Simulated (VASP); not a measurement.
# SnTe (F-43m) in VASP: a series of runs

The runs below take SnTe through single point, with LDA.

All numbers are computed with VASP 6.6.1; they aren't measurements. Logs are shortened: lines on timing, memory, paths and dates and some standing lists are left out, and cuts for length are marked.

### Step 1. The cell of the first run

It takes space group F-43m (No. 216, cubic). The conventional cell has a = 7.222 Å, b = 7.222 Å, c = 7.222 Å, α = 90.00°, β = 90.00°, γ = 90.00°. Within 4.1 Å of Te (site symmetry -43m) lie 4 Sn at 3.13 Å. Within 4.1 Å of Sn (site symmetry -43m) lie 4 Te at 3.13 Å.

### Step 2. Single point, LDA

The input, INCAR:

```
PREC = Accurate
ENCUT = 520
EDIFF = 1E-7
ISMEAR = -1
SIGMA = 0.05
LREAL = False
LASPH = True
NELM = 80
ALGO = Normal
ISIF = 2
LWAVE = False
LCHARG = False
GGA = CA
NBANDS = 17
```

The input, KPOINTS:

```
regular mesh
0
Gamma
  7 7 7
```

The input, POSCAR:

```
SnTe
1.0
    0.0000000000      3.6111460000      3.6111460000
    3.6111460000      0.0000000000      3.6111460000
    3.6111460000      3.6111460000      0.0000000000
Te Sn
1 1
Direct
    0.2500000000      0.2500000000      0.2500000000
    0.0000000000      0.0000000000      0.0000000000
```

Potentials or basis: VASP PAW LDA potentials, release 64 (Te, Sn_d).

Command:

```bash
> cat potpaw_LDA.64/Te/POTCAR potpaw_LDA.64/Sn_d/POTCAR > POTCAR
> mpirun -np 1 vasp_std > vasp.out
```

OUTCAR:

```text
PREC = Accurate
   ENCUT = 520
   EDIFF = 1E-7
   ISMEAR = -1
   LREAL = False
   LASPH = True
   NELM = 80
   ISIF = 2
   GGA = CA

 ion  position               nearest neighbor table
   1  0.250  0.250  0.250-   2 3.13   2 3.13   2 3.13   2 3.13
   2  0.000  0.000  0.000-   1 3.13   1 3.13   1 3.13   1 3.13

  LATTYP: Found a face centered cubic cell.
 ALAT       =     7.2222920000

  Lattice vectors:

 A1 = (   0.0000000000,   3.6111460000,   3.6111460000)
 A2 = (   3.6111460000,   0.0000000000,   3.6111460000)
 A3 = (   3.6111460000,   3.6111460000,   0.0000000000)

Analysis of symmetry for initial positions (statically):
=====================================================================
 Subroutine PRICEL returns:
 Original cell was already a primitive cell.

 Routine SETGRP: Setting up the symmetry group for a
 face centered cubic supercell.

 Subroutine GETGRP returns: Found 24 space group operations
 (whereof 24 operations were pure point group operations)
 out of a pool of 48 trial point group operations.

The static configuration has the point symmetry T_d .

Analysis of symmetry for dynamics (positions and initial velocities):
=====================================================================
 Subroutine PRICEL returns:
 Original cell was already a primitive cell.

 Routine SETGRP: Setting up the symmetry group for a
 face centered cubic supercell.

 Subroutine GETGRP returns: Found 24 space group operations
 (whereof 24 operations were pure point group operations)
 out of a pool of 48 trial point group operations.

The dynamic configuration has the point symmetry T_d .

 Subroutine INISYM returns: Found 24 space group operations
 (whereof 24 operations are pure point group operations),
 and found     1 'primitive' translations

----------------------------------------------------------------------------------------

                                     Primitive cell

  volume of cell :      94.1814

  direct lattice vectors                    reciprocal lattice vectors
     0.000000000  3.611146000  3.611146000    -0.138460201  0.138460201  0.138460201
     3.611146000  0.000000000  3.611146000     0.138460201 -0.138460201  0.138460201
     3.611146000  3.611146000  0.000000000     0.138460201  0.138460201 -0.138460201

  length of vectors
     5.106931649  5.106931649  5.106931649     0.239820102  0.239820102  0.239820102

  position of ions in fractional coordinates (direct lattice)
     0.250000000  0.250000000  0.250000000
     0.000000000  0.000000000  0.000000000

  ion indices of the primitive-cell ions
   primitive index   ion index
                 1           1
                 2           2

----------------------------------------------------------------------------------------

 KPOINTS: regular mesh

Automatic generation of k-mesh.
 Grid dimensions read from file:
 generate k-points for:    7    7    7

 Generating k-lattice:

  Cartesian coordinates                     Fractional coordinates (reciprocal lattice)
    -0.019780029  0.019780029  0.019780029     0.142857143  0.000000000  0.000000000
     0.019780029 -0.019780029  0.019780029     0.000000000  0.142857143  0.000000000
     0.019780029  0.019780029 -0.019780029     0.000000000  0.000000000  0.142857143

  Length of vectors
     0.034260015  0.034260015  0.034260015

  Shift w.r.t. Gamma in fractional coordinates (k-lattice)
     0.000000000  0.000000000  0.000000000

 Subroutine IBZKPT returns following result:
 ===========================================

 Found     20 irreducible k-points:

 Following reciprocal coordinates:
            Coordinates               Weight
  0.000000  0.000000  0.000000      1.000000
  0.142857  0.000000  0.000000      8.000000
  0.285714  0.000000  0.000000      8.000000
  0.428571  0.000000  0.000000      8.000000
  0.142857  0.142857  0.000000      6.000000
  0.285714  0.142857  0.000000     24.000000
[... 12 lines left out ...]
 -0.428571  0.428571  0.142857     24.000000
 -0.285714  0.428571  0.142857     24.000000
   k-points           NKPTS =     20   k-points in BZ     NKDIM =     20   number of bands    NBANDS=     17
   number of dos      NEDOS =    301   number of ions     NIONS =      2
   total plane-waves  NPLWV =  64000
   dimension x,y,z NGX =    40 NGY =   40 NGZ =   40
   dimension x,y,z NGXF=    80 NGYF=   80 NGZF=   80
   ions per type =               1   1
   NGX,Y,Z   is equivalent  to a cutoff of  13.02, 13.02, 13.02 a.u.
   NGXF,Y,Z  is equivalent  to a cutoff of  26.04, 26.04, 26.04 a.u.
 SYSTEM =  unknown system
   PREC   = accura    normal or accurate (medium, high low for compatibility)
   ISTART =      0    job   : 0-new  1-cont  2-samecut
   ICHARG =      2    charge: 1-file 2-atom 10-const
   ISPIN  =      1    spin polarized calculation?
   LNONCOLLINEAR =      F non collinear calculations
   LSORBIT =      F    spin-orbit coupling
   LASPH  =      T    aspherical Exc in radial PAW
   ENCUT  =  520.0 eV  38.22 Ry    6.18 a.u.   9.50  9.50  9.50*2*pi/ulx,y,z
   NELM   =     80;   NELMIN=  2; NELMDL= -5     # of ELM steps
   EDIFF  = 0.1E-06   stopping-criterion for ELM
   LREAL  =      F    real-space projection
   EDIFFG = 0.1E-05   stopping-criterion for IOM
   NSW    =      0    number of steps for IOM
   IBRION =     -1    ionic relax: 0-MD 1-quasi-New 2-CG
   NFREE  =      0    steps in history (QN), initial steepest desc. (CG)
   ISIF   =      2    stress and relaxation
   ISYM   =      2    0-nonsym 1-usesym 2-fastsym
   POTIM  = 0.5000    time-step for ionic-motion
   TEBEG  =    0.0;   TEEND  =   0.0 temperature during run
   PSTRESS=    0.0 pullay stress
   NELECT =      20.0000    total number of electrons
   NUPDOWN=      -1.0000    fix difference up-down
   EMIN   =  10.00;   EMAX   =-10.00  energy-range for DOS
   EFERMI =   0.00;   METHOD = LEGACY
   ISMEAR =    -1;   SIGMA  =   0.05  broadening in eV -4-tet -1-fermi 0-gaus
   EFERMI_NEDOS =   21; number of points for ismear=-14 and -15
   IALGO  =     38    algorithm
   IMIX   =      4    mixing-type and parameters
     AMIX     =   0.40;   BMIX     =  1.00
     AMIX_MAG =   1.60;   BMIX_MAG =  1.00
  volume/ion in A,a.u.               =      47.09       317.78
  Fermi-wavevector in a.u.,A,eV,Ry     =   0.976704  1.845704 12.979296  0.953951
  Thomas-Fermi vector in A             =   2.107344
   LORBIT       =      0    0 simple, 1 ext, 2 COOP (PROOUT), +10 PAW based schemes
   GGA     = CA    functional components
   LHFCALC =     F    Hartree Fock is set to
   AEXX    =    0.0000 exact exchange contribution
   IVDW    =     0    specifies the selected vdW correction
   LEPSILON=     F    determine dielectric tensor
   LRPA    =     F    only Hartree local field effects (RPA)
 non-spin polarized calculation
  energy-cutoff  :      520.00
  volume of cell :       94.18
 maximum number of plane-waves:      2637
 NGX is ok and might be reduce to    40
   NGX = 19   NGY = 19   NGZ = 19

 number of electron      19.9999999 magnetization

 Free energy of the ion-electron system (eV)
  ---------------------------------------------------
  ext. energy  EPLUGINS =         0.00000000
  ---------------------------------------------------
  free energy    TOTEN  =        -7.99552083 eV

  energy without entropy =       -7.99345026  energy(sigma->0) =       -7.99448555

 E-fermi :   2.8809     XC(G=0):  -7.8063

 val. band max:        2.7164703872   @ k =  -0.2857   0.4286   0.1429
 cond. band min:       2.9677604809   @ k =   0.4286   0.4286   0.0000
 fundamental gap:      0.2512900937
 Fermi energy:         2.8808604248

 k-point     1 :       0.0000    0.0000    0.0000
  band No.  band energies     occupation
      1     -18.7791      2.00000
      2     -18.7791      2.00000
      3     -18.7791      2.00000
      4     -18.7687      2.00000
      5     -18.7687      2.00000
      6      -8.6365      2.00000
[... 9 lines left out ...]
     16       9.3653      0.00000
     17      10.4026      0.00000

 k-point     2 :       0.1429    0.0000    0.0000
  band No.  band energies     occupation
      1     -18.7793      2.00000
      2     -18.7788      2.00000
      3     -18.7788      2.00000
      4     -18.7686      2.00000
      5     -18.7686      2.00000
      6      -8.5513      2.00000
[... 9 lines left out ...]
     16       8.8905      0.00000
     17       9.9672      0.00000

 k-point     3 :       0.2857    0.0000    0.0000
  band No.  band energies     occupation
      1     -18.7799      2.00000
      2     -18.7782      2.00000
      3     -18.7782      2.00000
      4     -18.7686      2.00000
      5     -18.7686      2.00000
      6      -8.3364      2.00000
[... 9 lines left out ...]
     16       8.7994      0.00000
     17      10.0282      0.00000

 k-point     4 :       0.4286    0.0000    0.0000
  band No.  band energies     occupation
      1     -18.7803      2.00000
      2     -18.7778      2.00000
      3     -18.7778      2.00000
      4     -18.7685      2.00000
      5     -18.7685      2.00000
      6      -8.1317      2.00000
[... 9 lines left out ...]
     16       9.4679      0.00000
     17       9.5074      0.00000

 k-point     5 :       0.1429    0.1429    0.0000
  band No.  band energies     occupation
      1     -18.7797      2.00000
      2     -18.7785      2.00000
      3     -18.7785      2.00000
      4     -18.7688      2.00000
      5     -18.7685      2.00000
      6      -8.5222      2.00000
[... 9 lines left out ...]
     16       9.5636      0.00000
     17      10.8200      0.00000

 k-point     6 :       0.2857    0.1429    0.0000
  band No.  band energies     occupation
      1     -18.7803      2.00000
      2     -18.7780      2.00000
      3     -18.7779      2.00000
      4     -18.7688      2.00000
      5     -18.7684      2.00000
      6      -8.3476      2.00000
[... 9 lines left out ...]
     16       9.5307      0.00000
     17      10.5906      0.00000

 k-point     7 :       0.4286    0.1429    0.0000
  band No.  band energies     occupation
      1     -18.7806      2.00000
      2     -18.7777      2.00000
      3     -18.7775      2.00000
      4     -18.7688      2.00000
      5     -18.7683      2.00000
      6      -8.1293      2.00000
[... 9 lines left out ...]
     16       9.9126      0.00000
     17      10.1172      0.00000

 k-point     8 :      -0.4286    0.1429    0.0000
  band No.  band energies     occupation
      1     -18.7806      2.00000
      2     -18.7776      2.00000
      3     -18.7775      2.00000
      4     -18.7686      2.00000
      5     -18.7685      2.00000
      6      -8.0525      2.00000
[... 9 lines left out ...]
     16       9.2941      0.00000
     17      10.1532      0.00000
[... 123 lines left out ...]
      1     -18.7824      2.00000
      2     -18.7763      2.00000
      3     -18.7763      2.00000
      4     -18.7694      2.00000
      5     -18.7678      2.00000
      6      -7.9307      2.00000
[... 9 lines left out ...]
     16      11.0647      0.00000
     17      11.3108      0.00000

 k-point    16 :      -0.4286    0.4286    0.0000
  band No.  band energies     occupation
      1     -18.7822      2.00000
      2     -18.7764      2.00000
      3     -18.7763      2.00000
      4     -18.7693      2.00000
      5     -18.7679      2.00000
      6      -7.8818      2.00000
[... 9 lines left out ...]
     16      10.2355      0.00000
     17      11.7148      0.00000

 k-point    17 :       0.4286    0.2857    0.1429
  band No.  band energies     occupation
      1     -18.7808      2.00000
      2     -18.7776      2.00000
      3     -18.7773      2.00000
      4     -18.7689      2.00000
      5     -18.7683      2.00000
      6      -8.1652      2.00000
[... 9 lines left out ...]
     16       9.8126      0.00000
     17      11.2406      0.00000

 k-point    18 :      -0.4286    0.2857    0.1429
  band No.  band energies     occupation
      1     -18.7810      2.00000
      2     -18.7775      2.00000
      3     -18.7769      2.00000
      4     -18.7688      2.00000
      5     -18.7683      2.00000
      6      -7.9961      2.00000
[... 9 lines left out ...]
     16      10.0631      0.00000
     17      10.7191      0.00000

 k-point    19 :      -0.4286    0.4286    0.1429
  band No.  band energies     occupation
      1     -18.7818      2.00000
      2     -18.7769      2.00000
      3     -18.7764      2.00000
      4     -18.7692      2.00000
      5     -18.7681      2.00000
      6      -7.9190      2.00000
[... 9 lines left out ...]
     16      10.6083      0.00000
     17      11.2395      0.00000

 k-point    20 :      -0.2857    0.4286    0.1429
  band No.  band energies     occupation
      1     -18.7814      2.00000
      2     -18.7773      2.00000
      3     -18.7764      2.00000
      4     -18.7690      2.00000
      5     -18.7682      2.00000
      6      -7.8963      2.00000
[... 9 lines left out ...]
     16      10.1826      0.00000
     17      11.5056      0.00000

------------------------ aborting loop because EDIFF is reached ----------------------------------------

  FORCE on cell =-STRESS in cart. coord.  units (eV):
  Direction    XX          YY          ZZ          XY          YZ          ZX
  --------------------------------------------------------------------------------------
  -------------------------------------------------------------------------------------
  Total       -1.2736568     -1.2736568     -1.2736568      0.0000000     -0.0000000     -0.0000000
  in kB      -21.6669547    -21.6669547    -21.6669547      0.0000000     -0.0000000     -0.0000000
  external PRESSURE =     -21.6669547 kB  Pullay stress =       0.0000000 kB

 VOLUME and BASIS-vectors are now :
 -----------------------------------------------------------------------------
  energy-cutoff  :      520.00
  volume of cell :       94.18
      direct lattice vectors                 reciprocal lattice vectors
     0.000000000  3.611146000  3.611146000    -0.138460201  0.138460201  0.138460201
     3.611146000  0.000000000  3.611146000     0.138460201 -0.138460201  0.138460201
     3.611146000  3.611146000  0.000000000     0.138460201  0.138460201 -0.138460201

 POSITION                                       TOTAL-FORCE (eV/Angst)
 -----------------------------------------------------------------------------------
      1.80557      1.80557      1.80557         0.000000      0.000000      0.000000
      0.00000      0.00000      0.00000        -0.000000     -0.000000     -0.000000
 -----------------------------------------------------------------------------------
    total drift:                               -0.000000     -0.000000     -0.000000

  FREE ENERGIE OF THE ION-ELECTRON SYSTEM (eV)
  ---------------------------------------------------
  free  energy   TOTEN  =        -7.9955208319 eV

  energy  without entropy=       -7.9934502587  energy(sigma->0) =       -7.99448555
```

It took 21 s on 1 thread of AMD EPYC 9R45 (Zen 5), shared host; peak memory 0.18 GiB.

Results:

| Item | Value |
| --- | --- |
| Free energy | -7.9955 eV |
| Pressure | -2.2 GPa |
| Band gap on the k mesh | 0.25 eV (least direct gap 0.75 eV) |

Caveat: spin-orbit coupling is left out, which moves the levels of the heavy elements; an odd mesh through Γ misses points on the zone boundary, where band edges can lie.

### Step 3. Single point, LDA

This run uses another cell than the first one, of 48.03 Å³/atom.

The input, INCAR:

```
  PREC = Accurate
  ENCUT = 520
  EDIFF = 1E-6
  ISMEAR = -1
  SIGMA = 0.05
  LREAL = False
  LASPH = True
  NELM = 60
  ALGO = Normal
  ISIF = 2
  LWAVE = False
  LCHARG = False
  GGA = CA
  NBANDS = 17
```

The input, KPOINTS:

```
Automatic mesh
0
Gamma
  7 7 7
```

The input, POSCAR:

```
SnTe
1.0
    0.0000000000      3.6350615711      3.6350615711
    3.6350615711      0.0000000000      3.6350615711
    3.6350615711      3.6350615711      0.0000000000
Te Sn
1 1
Direct
    0.2500000000      0.2500000000      0.2500000000
    0.0000000000      0.0000000000      0.0000000000
```

Potentials or basis: VASP PAW LDA potentials, release 64 (Te, Sn_d).

Command:

```bash
> cat potpaw_LDA.64/Te/POTCAR potpaw_LDA.64/Sn_d/POTCAR > POTCAR
> mpirun -np 1 vasp_std > vasp.out
```

Run time: 19 s. Hardware: 1 thread of AMD EPYC 9R45 (Zen 5), shared host; peak memory 0.18 GiB.

It converged, with:

| Item | Value |
| --- | --- |
| Free energy | -7.9680 eV |
| Pressure | -2.6 GPa |
| Band gap on the k mesh | 0.29 eV (least direct gap 0.77 eV) |

Levels at points of the mesh, in eV from the valence-band top:
```
           k point  band 8  band 9  band 10  band 11  band 12  band 13
(0.00, 0.00, 0.00)   -1.64   -1.64    -1.64     1.21     1.21     1.21
```

Caveat: spin-orbit coupling is left out, which moves the levels of the heavy elements; an odd mesh through Γ misses points on the zone boundary, where band edges can lie.
